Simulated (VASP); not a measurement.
Set up this calculation in VASP 6.6.1, as the native input.

```
Task                   : single point
Functional             : LDA
Potentials or basis    : VASP PAW LDA potentials, release 64 (Hf_pv, Si, O)
Cutoff                 : 520 eV
k mesh                 : 4 × 4 × 4
Occupations            : gaussian, width 0.1 eV
Spin                   : no spin polarisation
Dipole correction      : no
Further INCAR settings : ALGO = Normal; EDIFF = 1e-06; NBANDS = 50
```

The structure of HfSiO4 (kk07) lies in POSCAR:

```
HfSiO4
1.0
   -3.2767016800      3.2767016800      2.9822469600
    3.2767016800     -3.2767016800      2.9822469600
    3.2767016800      3.2767016800     -2.9822469600
Hf Si O
2 2 8
Direct
    0.0000000000      0.0000000000      0.0000000000
    0.7500000000      0.2500000000      0.5000000000
    0.2500000000      0.7500000000      0.5000000000
    0.5000000000      0.5000000000      0.0000000000
    0.1340875500      0.3192007700      0.8148867800
    0.0692007700      0.7543139900      0.6851132200
    0.0692007700      0.3840875500      0.3148867800
    0.5043139900      0.3192007700      0.1851132200
    0.6807992300      0.4956860100      0.8148867800
    0.6159124500      0.9307992300      0.6851132200
    0.2456860100      0.9307992300      0.3148867800
    0.6807992300      0.8659124500      0.1851132200
```

These files were run (other wordings do the same):

INCAR

```
ALGO = Normal
EDIFF = 1E-6
ENCUT = 520
GGA = CA
ISIF = 2
ISMEAR = 0
LASPH = True
LCHARG = False
LREAL = False
LWAVE = False
NBANDS = 50
NELM = 80
PREC = Accurate
SIGMA = 0.1
```

KPOINTS

```
k-points
0
Gamma
  4 4 4
```

Potentials or basis: VASP PAW LDA potentials, release 64 (Hf_pv, Si, O).

Command:

```bash
$ cat potpaw_LDA.64/Hf_pv/POTCAR potpaw_LDA.64/Si/POTCAR potpaw_LDA.64/O/POTCAR > POTCAR
$ mpirun -np 1 vasp_std > vasp.out
```

Results of the run:

```yaml
Pressure: -5.0 GPa
Largest_force: 0.295 eV/Å
Band_gap_on_the_k_mesh: 5.28 eV, indirect (least direct gap 5.69 eV)
```

Caveat: spin-orbit coupling is left out, which moves the levels of the heavy elements.

Run time: 80 s on 1 thread of AMD EPYC 9R45 (Zen 5), with other jobs on the host, peak memory 0.21 GiB.
